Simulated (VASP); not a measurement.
# Cu in VASP: notebook

The runs below take Cu through single point, with PBEsol.

All numbers are computed with VASP 6.6.1; they aren't measurements. Logs are shortened: lines on timing, memory, paths and dates and some standing lists are left out, and cuts for length are marked.

## Step 1: The cell of the first run

Symmetry: I4/mmm, No. 139, tetragonal system. Conventional cell: a = 2.886 Å, b = 2.886 Å, c = 2.752 Å, α = 90.00°, β = 90.00°, γ = 90.00°. Within 3.2 Å of Cu (site symmetry 4/mmm) lie 14 Cu at 2.46 to 2.89 Å.

## Step 2: Single point, PBEsol

INCAR

```
SYSTEM = Cu
PREC = Accurate ; ENCUT = 520
EDIFF = 1E-7 ; ISMEAR = -5
SIGMA = 0.1 ; LREAL = .FALSE.
LASPH = .TRUE. ; NELM = 80
ALGO = Normal ; ISIF = 2
LWAVE = .FALSE. ; LCHARG = .TRUE.
GGA = PS ; LELF = .TRUE.
LVHAR = .TRUE. ; NBANDS = 12
```

KPOINTS

```
regular mesh
0
G
  20 20 20
  0 0 0
```

POSCAR

```
Cu
1.0
   -1.4427933200      1.4427933200      1.3760814500
    1.4427933200     -1.4427933200      1.3760814500
    1.4427933200      1.4427933200     -1.3760814500
Cu
1
Direct
    0.0000000000      0.0000000000      0.0000000000
```

Potentials or basis: VASP PAW PBE potentials, release 64 (Cu).

The run is started by

```
cat potpaw_PBE.64/Cu/POTCAR > POTCAR
mpirun -np 1 vasp_std > vasp.out
```

OUTCAR:

```text
SYSTEM = Cu
   PREC = Accurate
   ENCUT = 520
   EDIFF = 1E-7
   ISMEAR = -5
   LREAL = .FALSE.
   LASPH = .TRUE.
   NELM = 80
   ISIF = 2
   GGA = PS

 ion  position               nearest neighbor table
   1  0.000  0.000  0.000-

  LATTYP: Found a body centered tetragonal cell.
 ALAT       =     2.8855866400
 C/A-ratio  =     0.9537620052

  Lattice vectors:

 A1 = (  -1.4427933200,   1.4427933200,   1.3760814500)
 A2 = (   1.4427933200,  -1.4427933200,   1.3760814500)
 A3 = (   1.4427933200,   1.4427933200,  -1.3760814500)

Analysis of symmetry for initial positions (statically):
=====================================================================
 Subroutine PRICEL returns:
 Original cell was already a primitive cell.

 Routine SETGRP: Setting up the symmetry group for a
 body centered tetragonal supercell.

 Subroutine GETGRP returns: Found 16 space group operations
 (whereof 16 operations were pure point group operations)
 out of a pool of 16 trial point group operations.

The static configuration has the point symmetry D_4h.

Analysis of symmetry for dynamics (positions and initial velocities):
=====================================================================
 Subroutine PRICEL returns:
 Original cell was already a primitive cell.

 Routine SETGRP: Setting up the symmetry group for a
 body centered tetragonal supercell.

 Subroutine GETGRP returns: Found 16 space group operations
 (whereof 16 operations were pure point group operations)
 out of a pool of 16 trial point group operations.

The dynamic configuration has the point symmetry D_4h.

 Subroutine INISYM returns: Found 16 space group operations
 (whereof 16 operations are pure point group operations),
 and found     1 'primitive' translations

----------------------------------------------------------------------------------------

                                     Primitive cell

  volume of cell :      11.4581

  direct lattice vectors                    reciprocal lattice vectors
    -1.442793320  1.442793320  1.376081450     0.000000000  0.346549983  0.363350585
     1.442793320 -1.442793320  1.376081450     0.346549983  0.000000000  0.363350585
     1.442793320  1.442793320 -1.376081450     0.346549983  0.346549983  0.000000000

  length of vectors
     2.461078074  2.461078074  2.461078074     0.502116060  0.502116060  0.490095685

  position of ions in fractional coordinates (direct lattice)
     0.000000000  0.000000000  0.000000000

  ion indices of the primitive-cell ions
   primitive index   ion index
                 1           1

----------------------------------------------------------------------------------------

 KPOINTS: regular mesh

Automatic generation of k-mesh.
 Grid dimensions read from file:
 generate k-points for:   20   20   20

 Generating k-lattice:

  Cartesian coordinates                     Fractional coordinates (reciprocal lattice)
     0.000000000  0.017327499  0.018167529     0.050000000 -0.000000000  0.000000000
     0.017327499  0.000000000  0.018167529    -0.000000000  0.050000000  0.000000000
     0.017327499  0.017327499  0.000000000     0.000000000  0.000000000  0.050000000

  Length of vectors
     0.025105803  0.025105803  0.024504784

  Shift w.r.t. Gamma in fractional coordinates (k-lattice)
     0.000000000  0.000000000  0.000000000

 TETIRR: Found  19503 inequivalent tetrahedra from    48000

 Subroutine IBZKPT returns following result:
 ===========================================

 Found    641 irreducible k-points:

 Following reciprocal coordinates:
            Coordinates               Weight
  0.000000  0.000000  0.000000      1.000000
  0.050000 -0.000000  0.000000      8.000000
  0.100000 -0.000000  0.000000      8.000000
  0.150000 -0.000000  0.000000      8.000000
  0.200000 -0.000000  0.000000      8.000000
  0.250000 -0.000000  0.000000      8.000000
[... 16 lines left out ...]
 -0.400000  0.050000 -0.000000     16.000000
 -0.350000  0.050000  0.000000     16.000000
 [... further k-points ...]
   k-points           NKPTS =    641   k-points in BZ     NKDIM =    641   number of bands    NBANDS=     12
   number of dos      NEDOS =    301   number of ions     NIONS =      1
   total plane-waves  NPLWV =   5832
   dimension x,y,z NGX =    18 NGY =   18 NGZ =   18
   dimension x,y,z NGXF=    36 NGYF=   36 NGZF=   36
   ions per type =               1
   NGX,Y,Z   is equivalent  to a cutoff of  12.16, 12.16, 12.16 a.u.
   NGXF,Y,Z  is equivalent  to a cutoff of  24.32, 24.32, 24.32 a.u.
 SYSTEM =  Cu
   PREC   = accura    normal or accurate (medium, high low for compatibility)
   ISTART =      0    job   : 0-new  1-cont  2-samecut
   ICHARG =      2    charge: 1-file 2-atom 10-const
   ISPIN  =      1    spin polarized calculation?
   LNONCOLLINEAR =      F non collinear calculations
   LSORBIT =      F    spin-orbit coupling
   LASPH  =      T    aspherical Exc in radial PAW
   ENCUT  =  520.0 eV  38.22 Ry    6.18 a.u.   4.58  4.58  4.58*2*pi/ulx,y,z
   NELM   =     80;   NELMIN=  2; NELMDL= -5     # of ELM steps
   EDIFF  = 0.1E-06   stopping-criterion for ELM
   LREAL  =      F    real-space projection
   EDIFFG = 0.1E-05   stopping-criterion for IOM
   NSW    =      0    number of steps for IOM
   IBRION =     -1    ionic relax: 0-MD 1-quasi-New 2-CG
   NFREE  =      0    steps in history (QN), initial steepest desc. (CG)
   ISIF   =      2    stress and relaxation
   ISYM   =      2    0-nonsym 1-usesym 2-fastsym
   POTIM  = 0.5000    time-step for ionic-motion
   TEBEG  =    0.0;   TEEND  =   0.0 temperature during run
   PSTRESS=    0.0 pullay stress
   NELECT =      11.0000    total number of electrons
   NUPDOWN=      -1.0000    fix difference up-down
   EMIN   =  10.00;   EMAX   =-10.00  energy-range for DOS
   EFERMI =   0.00;   METHOD = LEGACY
   ISMEAR =    -5;   SIGMA  =   0.10  broadening in eV -4-tet -1-fermi 0-gaus
   EFERMI_NEDOS =   21; number of points for ismear=-14 and -15
   IALGO  =     38    algorithm
   IMIX   =      4    mixing-type and parameters
     AMIX     =   0.40;   BMIX     =  1.00
     AMIX_MAG =   1.60;   BMIX_MAG =  1.00
  volume/ion in A,a.u.               =      11.46        77.32
  Fermi-wavevector in a.u.,A,eV,Ry     =   1.614984  3.051878 35.486359  2.608174
  Thomas-Fermi vector in A             =   2.709805
   LORBIT       =      0    0 simple, 1 ext, 2 COOP (PROOUT), +10 PAW based schemes
   GGA     = PS    functional components
   LHFCALC =     F    Hartree Fock is set to
   AEXX    =    0.0000 exact exchange contribution
   IVDW    =     0    specifies the selected vdW correction
   LEPSILON=     F    determine dielectric tensor
   LRPA    =     F    only Hartree local field effects (RPA)
 non-spin polarized calculation
 Fermi weights with tetrahedron method with Bloechl corrections
  energy-cutoff  :      520.00
  volume of cell :       11.46
 maximum number of plane-waves:       327
   NGX =  9   NGY =  9   NGZ =  9

 number of electron      10.9999998 magnetization

 Free energy of the ion-electron system (eV)
  ---------------------------------------------------
  ext. energy  EPLUGINS =         0.00000000
  ---------------------------------------------------
  free energy    TOTEN  =        -4.27109939 eV

  energy without entropy =       -4.27109939  energy(sigma->0) =       -4.27109939

 E-fermi :   7.7934     XC(G=0): -13.0865

 val. band max:        7.7916973883   @ k =   0.4500   0.4500   0.0500
 cond. band min:       7.7768532234   @ k =  -0.2500   0.4000   0.2000
 fundamental gap:     -0.0148441649
 Fermi energy:         7.7934379208

 k-point     1 :       0.0000    0.0000    0.0000
  band No.  band energies     occupation
      1      -1.8363      2.00000
      2       4.4560      2.00000
      3       4.6527      2.00000
      4       4.6527      2.00000
      5       5.5329      2.00000
      6       5.7421      2.00000
      7      32.6345      0.00000
      8      32.6345      0.00000
      9      33.8801      0.00000
     10      36.6638      0.00000
     11      36.6638      0.00000
     12      36.7061      0.00000

 k-point     2 :       0.0500   -0.0000    0.0000
  band No.  band energies     occupation
      1      -1.7359      2.00000
      2       4.4637      2.00000
      3       4.6503      2.00000
      4       4.6638      2.00000
      5       5.5331      2.00000
      6       5.7269      2.00000
      7      32.0246      0.00000
      8      32.3623      0.00000
      9      33.0910      0.00000
     10      35.3009      0.00000
     11      35.5903      0.00000
     12      36.0717      0.00000

 k-point     3 :       0.1000   -0.0000    0.0000
  band No.  band energies     occupation
      1      -1.4377      2.00000
      2       4.4460      2.00000
      3       4.6390      2.00000
      4       4.7379      2.00000
      5       5.5326      2.00000
      6       5.6913      2.00000
      7      29.9915      0.00000
      8      31.7253      0.00000
      9      31.7292      0.00000
     10      33.6418      0.00000
     11      34.6498      0.00000
     12      35.8215      0.00000

 k-point     4 :       0.1500   -0.0000    0.0000
  band No.  band energies     occupation
      1      -0.9511      2.00000
      2       4.3734      2.00000
      3       4.6109      2.00000
      4       4.9034      2.00000
      5       5.5297      2.00000
      6       5.6604      2.00000
      7      27.3258      0.00000
      8      30.3944      0.00000
      9      30.9269      0.00000
     10      32.1390      0.00000
     11      33.8729      0.00000
     12      36.2262      0.00000

 k-point     5 :       0.2000   -0.0000    0.0000
  band No.  band energies     occupation
      1      -0.2963      2.00000
      2       4.2668      2.00000
      3       4.5674      2.00000
      4       5.1365      2.00000
      5       5.5290      2.00000
      6       5.6551      2.00000
      7      24.5874      0.00000
      8      29.1171      0.00000
      9      29.8892      0.00000
     10      31.0354      0.00000
     11      33.2764      0.00000
     12      36.9740      0.00000
[... 228 lines left out ...]
      1       2.6104      2.00000
      2       3.7711      2.00000
      3       5.6090      2.00000
      4       5.7357      2.00000
      5       6.2043      2.00000
      6       7.4282      1.92620
      7      12.6994      0.00000
      8      24.1478      0.00000
      9      25.1850      0.00000
     10      29.7638      0.00000
     11      32.8332      0.00000
     12      41.7959      0.00000

 k-point    22 :      -0.4500    0.0500   -0.0000
  band No.  band energies     occupation
      1       2.5262      2.00000
      2       3.8084      2.00000
      3       5.5847      2.00000
      4       5.6228      2.00000
      5       6.0107      2.00000
      6       6.7757      2.05041
      7      14.0299      0.00000
      8      24.3340      0.00000
      9      25.4897      0.00000
     10      29.8765      0.00000
     11      32.9191      0.00000
     12      42.0604      0.00000

 k-point    23 :      -0.4000    0.0500   -0.0000
  band No.  band energies     occupation
      1       2.2678      2.00000
      2       3.8785      2.00000
      3       5.1227      2.00000
      4       5.6153      2.00000
      5       5.8073      2.00000
      6       6.2825      2.00000
      7      15.9884      0.00000
      8      24.7458      0.00000
      9      26.0596      0.00000
     10      30.0897      0.00000
     11      33.0698      0.00000
     12      41.5135      0.00000

 k-point    24 :      -0.3500    0.0500    0.0000
  band No.  band energies     occupation
      1       1.7175      2.00000
      2       3.9752      2.00000
      3       4.6792      2.00000
      4       5.5807      2.00000
      5       5.7238      2.00000
      6       5.9474      2.00000
      7      18.2611      0.00000
      8      25.3565      0.00000
      9      26.8771      0.00000
     10      30.4045      0.00000
     11      33.3132      0.00000
     12      40.0233      0.00000

 [... further k-points ...]
[... 5 lines left out ...]
  --------------------------------------------------------------------------------------
  -------------------------------------------------------------------------------------
  Total       -0.0490097     -0.0490097     -0.0591852      0.0000000     -0.0000000      0.0000000
  in kB       -6.8529860     -6.8529860     -8.2758254      0.0000000     -0.0000000      0.0000000
  external PRESSURE =      -7.3272658 kB  Pullay stress =       0.0000000 kB

 VOLUME and BASIS-vectors are now :
 -----------------------------------------------------------------------------
  energy-cutoff  :      520.00
  volume of cell :       11.46
      direct lattice vectors                 reciprocal lattice vectors
    -1.442793320  1.442793320  1.376081450     0.000000000  0.346549983  0.363350585
     1.442793320 -1.442793320  1.376081450     0.346549983  0.000000000  0.363350585
     1.442793320  1.442793320 -1.376081450     0.346549983  0.346549983  0.000000000

 POSITION                                       TOTAL-FORCE (eV/Angst)
 -----------------------------------------------------------------------------------
      0.00000      0.00000      0.00000         0.000000      0.000000     -0.000000
 -----------------------------------------------------------------------------------
    total drift:                                0.000000      0.000000     -0.000000

  FREE ENERGIE OF THE ION-ELECTRON SYSTEM (eV)
  ---------------------------------------------------
  free  energy   TOTEN  =        -4.2710993856 eV

  energy  without entropy=       -4.2710993856  energy(sigma->0) =       -4.27109939
```

Run time: 1.7 min. Hardware: 1 thread of Intel Xeon Platinum 8259CL at 2.50GHz (Skylake/Cascade Lake), shared host; peak memory 0.24 GiB.

What came out:

| Item | Value |
| --- | --- |
| Free energy | -4.2711 eV |
| Pressure | -0.7 GPa |
| Band gap on the k mesh | zero (an odd number of electrons rules out a gap without spin polarisation) |

Stress tensor (GPa, compression positive):
```
-0.69  0.00  0.00
 0.00 -0.69  0.00
 0.00  0.00 -0.83
```

Caveat: the PAW data sets were made with another functional, which shifts forces and pressure a little; tetrahedron occupations give inexact forces and stress in metals.

## Step 3: Single point, PBEsol

INCAR

```
SYSTEM = Cu
  ALGO = Normal
  EDIFF = 1E-6
  ENCUT = 520
  GGA = PS
  ISIF = 2
  ISMEAR = 0
  LASPH = .TRUE.
  LCHARG = .FALSE.
  LREAL = .FALSE.
  LWAVE = .FALSE.
  NBANDS = 12
  NELM = 60
  PREC = Accurate
  SIGMA = 0.1
```

KPOINTS

```
k-points
0
G
  22 22 22
  0 0 0
```

POSCAR is that of step 2.

Potentials or basis: VASP PAW PBE potentials, release 64 (Cu).

The run is started by

```
cat potpaw_PBE.64/Cu/POTCAR > POTCAR
mpirun -np 1 vasp_std > vasp.out
```

OUTCAR:

```text
SYSTEM = Cu
   EDIFF = 1E-6
   ENCUT = 520
   GGA = PS
   ISIF = 2
   ISMEAR = 0
   LASPH = .TRUE.
   LREAL = .FALSE.
   NELM = 60
   PREC = Accurate

 ion  position               nearest neighbor table
   1  0.000  0.000  0.000-

  LATTYP: Found a body centered tetragonal cell.
 ALAT       =     2.8855866400
 C/A-ratio  =     0.9537620052

  Lattice vectors:

 A1 = (  -1.4427933200,   1.4427933200,   1.3760814500)
[... 530 lines left out ...]
      2       3.7973      2.00000
      3       5.6207      2.00000
      4       5.6457      2.00000
      5       6.0593      2.00000
      6       6.8152      2.00000
      7      13.7885      0.00000
      8      24.4506      0.00000
      9      25.4339      0.00000
     10      29.7725      0.00000
     11      32.7885      0.00000
     12      42.0986      0.00000

 [... further k-points ...]
[... 5 lines left out ...]
  --------------------------------------------------------------------------------------
  -------------------------------------------------------------------------------------
  Total       -0.0382678     -0.0382678     -0.0684518      0.0000000      0.0000000      0.0000000
  in kB       -5.3509544     -5.3509544     -9.5715730      0.0000000      0.0000000      0.0000000
  external PRESSURE =      -6.7578273 kB  Pullay stress =       0.0000000 kB

 VOLUME and BASIS-vectors are now :
 -----------------------------------------------------------------------------
  energy-cutoff  :      520.00
  volume of cell :       11.46
      direct lattice vectors                 reciprocal lattice vectors
    -1.442793320  1.442793320  1.376081450     0.000000000  0.346549983  0.363350585
     1.442793320 -1.442793320  1.376081450     0.346549983  0.000000000  0.363350585
     1.442793320  1.442793320 -1.376081450     0.346549983  0.346549983  0.000000000

 POSITION                                       TOTAL-FORCE (eV/Angst)
 -----------------------------------------------------------------------------------
      0.00000      0.00000      0.00000         0.000000      0.000000     -0.000000
 -----------------------------------------------------------------------------------
    total drift:                                0.000000      0.000000      0.000000

  FREE ENERGIE OF THE ION-ELECTRON SYSTEM (eV)
  ---------------------------------------------------
  free  energy   TOTEN  =        -4.2702332128 eV

  energy  without entropy=       -4.2680867491  energy(sigma->0) =       -4.26915998
```

Run time: 86 s. Hardware: 1 thread of Intel Xeon Platinum 8259CL at 2.50GHz (Skylake/Cascade Lake), shared host; peak memory 0.22 GiB.

Results:

```
Free energy            : -4.2702 eV
Pressure               : -0.7 GPa
Band gap on the k mesh : zero (an odd number of electrons rules out a gap without spin polarisation)
```

Caveat: the PAW data sets were made with another functional, which shifts forces and pressure a little.

(Part 1 of 2 ends here.)
